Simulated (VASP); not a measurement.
Input of a VASP 6.6.1 run:

Contents of INCAR:

```
PREC = Accurate
ENCUT = 520
EDIFF = 1E-6
ISMEAR = -1
SIGMA = 0.02
LREAL = False
LASPH = True
NELM = 60
ALGO = Normal
ISIF = 2
LWAVE = False
LCHARG = True
GGA = PE
LELF = True
LVHAR = True
NBANDS = 14
```

The input KPOINTS:

```
Automatic mesh
0
Gamma
  10 10 10
```

POSCAR

```
NaF
1.0
    2.7934851918      0.0000000000      0.0000000000
    0.0000000000      2.7934851918      0.0000000000
    0.0000000000      0.0000000000      2.7934851918
Na F
1 1
Direct
    0.0000000000      0.0000000000      0.0000000000
    0.5000000000      0.5000000000      0.5000000000
```

Potentials or basis: VASP PAW PBE potentials, release 64 (Na_pv, F).

The run is started by

```bash
$ cat potpaw_PBE.64/Na_pv/POTCAR potpaw_PBE.64/F/POTCAR > POTCAR
$ mpirun -np 1 vasp_std > vasp.out
```

(1) What does it give for the band gap on the k mesh?

(2) Predict the pressure.

Results:

(1) 6.11 eV, indirect (least direct gap 6.45 eV).

(2) 4.2 GPa.
